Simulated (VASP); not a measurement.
# HRh12 in VASP: single point with PBE

Aim: the single point of HRh12 with PBE.

Everything below comes from runs of VASP 6.6.1. Logs are shortened: lines on timing, memory, paths and dates and some standing lists are left out, and cuts for length are marked.

## (1) The cell of the first run

The cell holds a slab with vacuum, 13 atoms: a = 5.417 Å, b = 5.417 Å, c = 19.174 Å, α = 90.00°, β = 90.00°, γ = 90.00°.

## (2) Single point, PBE

INCAR

```
SYSTEM = HRh12
ALGO = Normal
DIPOL = 0.5 0.5 0.317
EDIFF = 1E-6
ENCUT = 520
GGA = PE
IDIPOL = 3
ISIF = 2
ISMEAR = 0
LASPH = .True.
LCHARG = .False.
LDIPOL = .True.
LREAL = .False.
LWAVE = .False.
NBANDS = 102
NELM = 60
PREC = Accurate
SIGMA = 0.1
```

KPOINTS

```
k-points
0
Gamma
  5 5 1
  0 0 0
```

POSCAR

```
HRh12
1.0
    5.4165863251      0.0000000000      0.0000000000
    0.0000000000      5.4165863251      0.0000000000
    0.0000000000      0.0000000000     19.1737394690
Rh H
12 1
Direct
    0.2500000000      0.2500000000      0.2086186686
    0.2500000000      0.7500000000      0.2086186686
    0.7500000000      0.2500000000      0.2086186686
    0.7500000000      0.7500000000      0.2086186686
    0.0000000000      0.0000000000      0.3044995961
    0.0000000000      0.5000000000      0.3044995961
    0.5000000000      0.0000000000      0.3044995961
    0.5000000000      0.5000000000      0.3044995961
    0.2500000000      0.2500000000      0.4002213278
    0.2500000000      0.7500000000      0.4002213278
    0.7500000000      0.2500000000      0.4002213278
    0.7500000000      0.7500000000      0.4002213278
    0.2500000000      0.4166666667      0.4700350307
```

Potentials or basis: VASP PAW PBE potentials, release 64 (Rh_pv, H).

Launch:

```sh
> cat potpaw_PBE.64/Rh_pv/POTCAR potpaw_PBE.64/H/POTCAR > POTCAR
> mpirun -np 1 vasp_std > vasp.out
```

OUTCAR:

```text
SYSTEM = HRh12
   EDIFF = 1E-6
   ENCUT = 520
   GGA = PE
   ISIF = 2
   ISMEAR = 0
   LASPH = .True.
   LREAL = .False.
   NELM = 60
   PREC = Accurate

 ion  position               nearest neighbor table
   1  0.250  0.250  0.209-   5 2.65   6 2.65   7 2.65   8 2.65   2 2.71   3 2.71   2 2.71   3 2.71

   2  0.250  0.750  0.209-   5 2.65   6 2.65   7 2.65   8 2.65   1 2.71   4 2.71   1 2.71   4 2.71

   3  0.750  0.250  0.209-   5 2.65   6 2.65   7 2.65   8 2.65   1 2.71   4 2.71   4 2.71   1 2.71

   4  0.750  0.750  0.209-   5 2.65   6 2.65   7 2.65   8 2.65   2 2.71   3 2.71   3 2.71   2 2.71

   5  0.000  0.000  0.304-   9 2.65  10 2.65  11 2.65  12 2.65   1 2.65   2 2.65   3 2.65   4 2.65
                             6 2.71   7 2.71   6 2.71   7 2.71
   6  0.000  0.500  0.304-   9 2.65  10 2.65  11 2.65  12 2.65   1 2.65   2 2.65   3 2.65   4 2.65
                             5 2.71   8 2.71   5 2.71   8 2.71
   7  0.500  0.000  0.304-   9 2.65  10 2.65  11 2.65  12 2.65   1 2.65   2 2.65   3 2.65   4 2.65
                             5 2.71   8 2.71   8 2.71   5 2.71
   8  0.500  0.500  0.304-   9 2.65  10 2.65  11 2.65  12 2.65   1 2.65   2 2.65   3 2.65   4 2.65
                             6 2.71   7 2.71   7 2.71   6 2.71
   9  0.250  0.250  0.400-  13 1.61   6 2.65   7 2.65   8 2.65   5 2.65  11 2.71  10 2.71  10 2.71
                            11 2.71
  10  0.250  0.750  0.400-   5 2.65   6 2.65   7 2.65   8 2.65   9 2.71  12 2.71   9 2.71  12 2.71

  11  0.750  0.250  0.400-   5 2.65   6 2.65   7 2.65   8 2.65   9 2.71  12 2.71  12 2.71   9 2.71

  12  0.750  0.750  0.400-   5 2.65   6 2.65   7 2.65   8 2.65  10 2.71  11 2.71  11 2.71  10 2.71

  13  0.250  0.417  0.470-   9 1.61

  LATTYP: Found a simple tetragonal cell.
 ALAT       =     5.4165863251
 C/A-ratio  =     3.5398197902

  Lattice vectors:

 A1 = (   5.4165863251,   0.0000000000,   0.0000000000)
 A2 = (   0.0000000000,   5.4165863251,   0.0000000000)
 A3 = (   0.0000000000,   0.0000000000,  19.1737394690)

Analysis of symmetry for initial positions (statically):
=====================================================================
 Subroutine PRICEL returns:
 Original cell was already a primitive cell.

 Routine SETGRP: Setting up the symmetry group for a
 simple tetragonal supercell.

 Subroutine GETGRP returns: Found  2 space group operations
 (whereof  1 operations were pure point group operations)
 out of a pool of 16 trial point group operations.

The static configuration has the point symmetry C_1 .
 The point group associated with its full space group is C_1h.

Analysis of symmetry for dynamics (positions and initial velocities):
=====================================================================
 Subroutine PRICEL returns:
 Original cell was already a primitive cell.

 Routine SETGRP: Setting up the symmetry group for a
 simple tetragonal supercell.

 Subroutine GETGRP returns: Found  2 space group operations
 (whereof  1 operations were pure point group operations)
 out of a pool of 16 trial point group operations.

The dynamic configuration has the point symmetry C_1 .
 The point group associated with its full space group is C_1h.

 Subroutine INISYM returns: Found  2 space group operations
 (whereof  1 operations are pure point group operations),
 and found     1 'primitive' translations

----------------------------------------------------------------------------------------

                                     Primitive cell

  volume of cell :     562.5462

  direct lattice vectors                    reciprocal lattice vectors
     5.416586325  0.000000000  0.000000000     0.184618123  0.000000000  0.000000000
     0.000000000  5.416586325  0.000000000     0.000000000  0.184618123  0.000000000
     0.000000000  0.000000000 19.173739469     0.000000000  0.000000000  0.052154667

  length of vectors
     5.416586325  5.416586325 19.173739469     0.184618123  0.184618123  0.052154667

  position of ions in fractional coordinates (direct lattice)
     0.250000000  0.250000000  0.208618669
     0.250000000  0.750000000  0.208618669
     0.750000000  0.250000000  0.208618669
     0.750000000  0.750000000  0.208618669
     0.000000000  0.000000000  0.304499596
     0.000000000  0.500000000  0.304499596
     0.500000000  0.000000000  0.304499596
     0.500000000  0.500000000  0.304499596
     0.250000000  0.250000000  0.400221328
     0.250000000  0.750000000  0.400221328
     0.750000000  0.250000000  0.400221328
     0.750000000  0.750000000  0.400221328
     0.250000000  0.416666667  0.470035031

  ion indices of the primitive-cell ions
   primitive index   ion index
                 1           1
                 2           2
                 3           3
                 4           4
                 5           5
                 6           6
                 7           7
                 8           8
                 9           9
                10          10
                11          11
                12          12
                13          13

----------------------------------------------------------------------------------------

 KPOINTS: k-points

Automatic generation of k-mesh.
 Grid dimensions read from file:
 generate k-points for:    5    5    1

 Generating k-lattice:

  Cartesian coordinates                     Fractional coordinates (reciprocal lattice)
     0.036923625  0.000000000  0.000000000     0.200000000  0.000000000  0.000000000
     0.000000000  0.036923625  0.000000000     0.000000000  0.200000000  0.000000000
     0.000000000  0.000000000  0.052154667     0.000000000  0.000000000  1.000000000

  Length of vectors
     0.036923625  0.036923625  0.052154667

  Shift w.r.t. Gamma in fractional coordinates (k-lattice)
     0.000000000  0.000000000  0.000000000

 Subroutine IBZKPT returns following result:
 ===========================================

 Found      9 irreducible k-points:

 Following reciprocal coordinates:
            Coordinates               Weight
  0.000000  0.000000  0.000000      1.000000
  0.200000  0.000000  0.000000      2.000000
  0.000000  0.200000  0.000000      2.000000
  0.400000  0.000000  0.000000      2.000000
  0.000000  0.400000  0.000000      2.000000
  0.200000  0.200000  0.000000      4.000000
  0.400000  0.200000  0.000000      4.000000
 -0.200000  0.400000  0.000000      4.000000
  0.400000  0.400000  0.000000      4.000000
   k-points           NKPTS =      9   k-points in BZ     NKDIM =      9   number of bands    NBANDS=    102
   number of dos      NEDOS =    301   number of ions     NIONS =     13
   total plane-waves  NPLWV = 230400
   dimension x,y,z NGX =    40 NGY =   40 NGZ =  144
   dimension x,y,z NGXF=    80 NGYF=   80 NGZF=  288
   ions per type =              12   1
   NGX,Y,Z   is equivalent  to a cutoff of  12.28, 12.28, 12.49 a.u.
   NGXF,Y,Z  is equivalent  to a cutoff of  24.55, 24.55, 24.97 a.u.
 SYSTEM =  HRh12
   PREC   = accura    normal or accurate (medium, high low for compatibility)
   ISTART =      0    job   : 0-new  1-cont  2-samecut
   ICHARG =      2    charge: 1-file 2-atom 10-const
   ISPIN  =      1    spin polarized calculation?
   LNONCOLLINEAR =      F non collinear calculations
   LSORBIT =      F    spin-orbit coupling
   LASPH  =      T    aspherical Exc in radial PAW
   ENCUT  =  520.0 eV  38.22 Ry    6.18 a.u.  10.07 10.07 35.65*2*pi/ulx,y,z
   NELM   =     60;   NELMIN=  2; NELMDL= -5     # of ELM steps
   EDIFF  = 0.1E-05   stopping-criterion for ELM
   LREAL  =      F    real-space projection
   EDIFFG = 0.1E-04   stopping-criterion for IOM
   NSW    =      0    number of steps for IOM
   IBRION =     -1    ionic relax: 0-MD 1-quasi-New 2-CG
   NFREE  =      0    steps in history (QN), initial steepest desc. (CG)
   ISIF   =      2    stress and relaxation
   ISYM   =      2    0-nonsym 1-usesym 2-fastsym
   POTIM  = 0.5000    time-step for ionic-motion
   TEBEG  =    0.0;   TEEND  =   0.0 temperature during run
   PSTRESS=    0.0 pullay stress
   NELECT =     181.0000    total number of electrons
   NUPDOWN=      -1.0000    fix difference up-down
   EMIN   =  10.00;   EMAX   =-10.00  energy-range for DOS
   EFERMI =   0.00;   METHOD = LEGACY
   ISMEAR =     0;   SIGMA  =   0.10  broadening in eV -4-tet -1-fermi 0-gaus
   EFERMI_NEDOS =   21; number of points for ismear=-14 and -15
   IALGO  =     38    algorithm
   IMIX   =      4    mixing-type and parameters
     AMIX     =   0.40;   BMIX     =  1.00
     AMIX_MAG =   1.60;   BMIX_MAG =  1.00
  volume/ion in A,a.u.               =      43.27       292.02
  Fermi-wavevector in a.u.,A,eV,Ry     =   1.121799  2.119892 17.122014  1.258433
  Thomas-Fermi vector in A             =   2.258455
   LORBIT       =      0    0 simple, 1 ext, 2 COOP (PROOUT), +10 PAW based schemes
   GGA     = PE    functional components
   LHFCALC =     F    Hartree Fock is set to
   AEXX    =    0.0000 exact exchange contribution
   IVDW    =     0    specifies the selected vdW correction
   LEPSILON=     F    determine dielectric tensor
   LRPA    =     F    only Hartree local field effects (RPA)
 non-spin polarized calculation
 Gauss-broadening in eV      SIGMA  =   0.10
  energy-cutoff  :      520.00
  volume of cell :      562.55
 maximum number of plane-waves:     15180
   NGX = 21   NGY = 21   NGZ = 71

 dipolmoment           0.000000      0.000000     -0.006004 electrons x Angstroem

 number of electron     181.0000092 magnetization

 dipolmoment           0.000000      0.000000      0.035567 electrons x Angstroem

 Free energy of the ion-electron system (eV)
  ---------------------------------------------------
  ext. energy  EPLUGINS =         0.00000000
  ---------------------------------------------------
  free energy    TOTEN  =       -82.32703247 eV

  energy without entropy =      -82.23762887  energy(sigma->0) =      -82.28233067

 E-fermi :  -0.0529     XC(G=0):  -5.1922

 val. band max:       -0.0681515754   @ k =  -0.2000   0.4000   0.0000
 cond. band min:      -0.0505936213   @ k =   0.4000   0.0000   0.0000
 fundamental gap:      0.0175579541
 Fermi energy:        -0.0528855767

 k-point     1 :       0.0000    0.0000    0.0000
  band No.  band energies     occupation
      1     -47.0745      2.00000
      2     -47.0673      2.00000
      3     -47.0207      2.00000
      4     -47.0137      2.00000
      5     -46.8912      2.00000
      6     -46.8808      2.00000
[... 94 lines left out ...]
    101       1.5246      0.00000
    102       2.0745      0.00000

 k-point     2 :       0.2000    0.0000    0.0000
  band No.  band energies     occupation
      1     -47.0622      2.00000
      2     -47.0379      2.00000
      3     -47.0170      2.00000
      4     -46.9865      2.00000
      5     -46.8853      2.00000
      6     -46.8727      2.00000
[... 724 lines left out ...]
    101       1.3829      0.00000
    102       1.7452      0.00000

 k-point     9 :       0.4000    0.4000    0.0000
  band No.  band energies     occupation
      1     -46.9251      2.00000
      2     -46.9193      2.00000
      3     -46.9105      2.00000
      4     -46.8995      2.00000
      5     -46.8510      2.00000
      6     -46.8397      2.00000
[... 94 lines left out ...]
    101       0.7888      0.00000
    102       1.4627      0.00000

------------------------ aborting loop because EDIFF is reached ----------------------------------------

 vacuum level on the upper side and lower side of the slab       (xc-potential included)        -0.028        -0.236

  FORCE on cell =-STRESS in cart. coord.  units (eV):
  Direction    XX          YY          ZZ          XY          YZ          ZX
  --------------------------------------------------------------------------------------
  -------------------------------------------------------------------------------------
  Total       -6.8977792     -7.4518899      0.4484942      0.0000000      1.1286913      0.0000000
  in kB      -19.6454377    -21.2235903      1.2773482      0.0000000      3.2146048      0.0000000
  external PRESSURE =     -13.1972266 kB  Pullay stress =       0.0000000 kB

 VOLUME and BASIS-vectors are now :
 -----------------------------------------------------------------------------
  energy-cutoff  :      520.00
  volume of cell :      562.55
      direct lattice vectors                 reciprocal lattice vectors
     5.416586325  0.000000000  0.000000000     0.184618123  0.000000000  0.000000000
     0.000000000  5.416586325  0.000000000     0.000000000  0.184618123  0.000000000
     0.000000000  0.000000000 19.173739469     0.000000000  0.000000000  0.052154667

 POSITION                                       TOTAL-FORCE (eV/Angst)
 -----------------------------------------------------------------------------------
      1.35415      1.35415      4.00000         0.000000     -0.062676      0.015002
      1.35415      4.06244      4.00000         0.000000      0.037697      0.010772
      4.06244      1.35415      4.00000         0.000000      0.056521      0.018679
      4.06244      4.06244      4.00000         0.000000     -0.146038     -0.122598
      0.00000      0.00000      5.83840        -0.010043     -0.026798      0.059429
      0.00000      2.70829      5.83840         0.040441     -0.009197     -0.125771
      2.70829      0.00000      5.83840         0.010043     -0.026798      0.059429
      2.70829      2.70829      5.83840        -0.040441     -0.009197     -0.125771
      1.35415      1.35415      7.67374         0.000000     -0.001920     -0.116855
      1.35415      4.06244      7.67374         0.000000     -0.246873      0.331854
      4.06244      1.35415      7.67374         0.000000     -0.051869      0.064874
      4.06244      4.06244      7.67374         0.000000      0.056353     -0.097963
      1.35415      2.25691      9.01233         0.000000      0.430798      0.028918
 -----------------------------------------------------------------------------------
    total drift:                                0.000000      0.000105     -0.000416

  FREE ENERGIE OF THE ION-ELECTRON SYSTEM (eV)
  ---------------------------------------------------
  free  energy   TOTEN  =       -82.3270324670 eV

  energy  without entropy=      -82.2376288714  energy(sigma->0) =      -82.28233067

 vacuum level on the upper side and lower side of the slab         5.029         4.803
```

It took 45 min on 1 thread of Intel Xeon 8259CL, shared host; peak memory 0.71 GiB.

Results:

```
Free energy            : -82.3270 eV
Largest force          : 0.432 eV/Å
Band gap on the k mesh : zero (an odd number of electrons rules out a gap without spin polarisation)
```

Forces on the atoms (eV/Å):
```
Rh   0.000 -0.063  0.015
Rh   0.000  0.038  0.011
Rh   0.000  0.057  0.019
Rh   0.000 -0.146 -0.123
Rh  -0.010 -0.027  0.059
Rh   0.040 -0.009 -0.126
Rh   0.010 -0.027  0.059
Rh  -0.040 -0.009 -0.126
Rh   0.000 -0.002 -0.117
Rh   0.000 -0.247  0.332
Rh   0.000 -0.052  0.065
Rh   0.000  0.056 -0.098
H    0.000  0.431  0.029
```

Levels at points of the mesh, in eV from the Fermi level:
| k point | band 87 | band 88 | band 89 | band 90 | band 91 | band 92 | band 93 | band 94 |
| --- | --- | --- | --- | --- | --- | --- | --- | --- |
| (0.00, 0.00, 0.00) | 0.21 | 0.22 | 0.30 | 0.35 | 0.36 | 0.53 | 0.56 | 0.65 |
